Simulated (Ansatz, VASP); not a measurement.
Two plane-wave programs on ZnCu

```xyz
2
Lattice="2.9077 0.0000 0.0000 0.0000 2.9077 0.0000 0.0000 0.0000 2.9077" Properties=species:S:1:pos:R:3 pbc="T T T"
Zn    1.4539    1.4539    1.4539
Cu    0.0000    0.0000    0.0000
```

Alike in both runs: task single point; functional PBEsol; k mesh 18 × 18 × 18; occupations gaussian, width 0.15 eV; no spin polarisation.

```csv
,VASP,Ansatz
version,VASP 6.6.1,Ansatz 0.2.0
potentials or method,"VASP PAW PBE potentials, release 64 (Zn, Cu), cutoff 520 eV","scalar-relativistic, plane waves, PAW"
valence electrons in the cell,23,31
```

|  | VASP | Ansatz | Ansatz less VASP |
| --- | --- | --- | --- |
| gap on the k mesh at the Fermi level (eV) | none | none | - |
| pressure (GPa) | 1.0 | 0.1 | -0.83 |

VASP's potentials were made for PBE, not for PBEsol. A gap of «none» marks a metal or a gap that the smearing closes. The functional is the same, so the differences come from potentials, cutoffs and numerics. VASP's potentials hold 23 valence electrons a cell and Ansatz's 31, so a difference there can come from the potentials and not from the codes.
